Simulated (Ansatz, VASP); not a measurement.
## PtSe2: VASP beside Ansatz

INCAR

```
SYSTEM = PtSe2
PREC = Accurate ; ENCUT = 520
EDIFF = 1E-7 ; ISMEAR = 0
SIGMA = 0.05 ; LREAL = .False.
LASPH = .True. ; NELM = 80
ALGO = Normal ; ISIF = 2
LWAVE = .False. ; LCHARG = .True.
GGA = PE ; LELF = .True.
LVHAR = .True. ; NBANDS = 18
```

The input KPOINTS:

```
regular mesh
0
Gamma
  12 12 4
  0 0 0
```

Contents of POSCAR:

```
PtSe2
1.0
    3.7516620337      0.0000000000      0.0000000000
   -1.8758310169      3.2490346276      0.0000000000
    0.0000000000      0.0000000000      6.3310721917
Pt Se
1 2
Direct
    0.0000000000      0.0000000000      0.0000000000
    0.3333333333      0.6666666667      0.2001869949
    0.6666666667      0.3333333333      0.7998130051
```

Input for Ansatz:

```yaml
crystal:
  lattice:
    - [3.7516620337, 0.0, 0.0]
    - [-1.8758310169, 3.2490346276, 0.0]
    - [0.0, 0.0, 6.3310721917]
  atoms:
    - { symbol: Pt, position: [0.0, 0.0, 0.0] }
    - { symbol: Se, position: [0.3333333333, 0.6666666667, 0.2001869949] }
    - { symbol: Se, position: [0.6666666667, 0.3333333333, 0.7998130051] }
basis:
  ecutwfc: 420
kpoints:
  mp_grid: { grid: [12, 12, 4] }
hamiltonian:
  xc: pbe
scf:
  occupations: { method: gaussian, width: 0.05 }
output:
  forces: true
  stress: true
  eigenvalues: true
```

Change from the starting cell: strain -0.0300 x Voigt [0, 0, 1, 0, 0, 0], atoms carried along.

Alike in both runs: task single point; functional PBE; k mesh 12 × 12 × 4; occupations gaussian, width 0.05 eV; no spin polarisation.

|  | VASP | Ansatz |
| --- | --- | --- |
| version | VASP 6.6.1 | Ansatz 0.2.0 |
| potentials or method | VASP PAW PBE potentials, release 64 (Pt, Se), cutoff 520 eV | scalar-relativistic, plane waves, PAW |
| valence electrons in the cell | 22 | 50 |

|  | VASP | Ansatz | Ansatz less VASP |
| --- | --- | --- | --- |
| gap on the k mesh at the Fermi level (eV) | 0.77 | 0.79 | +0.011 |
| least direct gap on the mesh (eV) | 0.93 | 0.94 | +0.011 |
| pressure (GPa) | 2.1 | 2.1 | +0.03 |
| traceless stress, the component that is largest in VASP (GPa) | 0.26 | 0.26 | -0.006 |
| rms of the force components (eV/Å) | 0.212 | 0.212 | +0.0004 |

Atom by atom the forces differ by 0.000 eV/Å (rms over components). With one functional, cell and mesh, what is left measures potentials, basis and numerics. VASP's potentials hold 22 valence electrons a cell and Ansatz's 50, so a difference there can come from the potentials and not from the codes.

Spin-orbit coupling is off throughout.
